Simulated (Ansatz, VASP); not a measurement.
## Nb in VASP and in Ansatz

File INCAR:

```
SYSTEM = Nb
ALGO = Normal
EDIFF = 1E-6
ENCUT = 520
GGA = PE
ISIF = 2
ISMEAR = -1
LASPH = .TRUE.
LCHARG = .FALSE.
LREAL = .FALSE.
LWAVE = .FALSE.
NBANDS = 20
NELM = 100
PREC = Accurate
SIGMA = 0.1
```

The input KPOINTS:

```
k-points
0
G
  21 21 10
  0 0 0
```

POSCAR

```
Nb
1.0
    2.7503779397      0.0000000000      0.0000000000
   -1.3751889699      2.3818971658      0.0000000000
    0.0000000000      0.0000000000      5.0231682116
Nb
2
Direct
    0.3333333333      0.6666666667      0.2500000000
    0.6666666667      0.3333333333      0.7500000000
```

Input for Ansatz:

```yaml
crystal:
  lattice:
    - [2.7503779397, 0.0, 0.0]
    - [-1.3751889699, 2.3818971658, 0.0]
    - [0.0, 0.0, 5.0231682116]
  atoms:
    - { symbol: Nb, position: [0.3333333333, 0.6666666667, 0.25] }
    - { symbol: Nb, position: [0.6666666667, 0.3333333333, 0.75] }
hamiltonian:
  xc: pbe
  pseudopotentials:
    kind: paw
    azcp:
      Nb: "pseudopotentials/Nb.paw.azcp"
basis:
  ecutwfc: 420
  fft_grid_basis: typed
kpoints:
  mp_grid: { grid: [21, 21, 10], shift: [0, 0, 0] }
magnetization:
  spin_polarized: false
scf:
  occupations: { method: fermi_dirac, width: 0.1 }
output:
  stress: true
```

Alike in both runs: task single point; functional PBE; k mesh 21 × 21 × 10; occupations fermi-dirac, width 0.1 eV; no spin polarisation.

|  | VASP | Ansatz |
| --- | --- | --- |
| version | VASP 6.6.1 | Ansatz 0.2.0 |
| potentials or method | VASP PAW PBE potentials, release 64 (Nb_sv), cutoff 520 eV | plane waves (420 eV) with PAW, scalar-relativistic |
| valence electrons in the cell | 26 | 26 |

```tsv
	VASP	Ansatz	Ansatz less VASP
pressure (GPa)	25.6	26.0	+0.37
traceless stress, the component that is largest in VASP (GPa)	-1.22	-1.18	+0.045
```

The functional is the same, so the differences come from potentials, cutoffs and numerics.
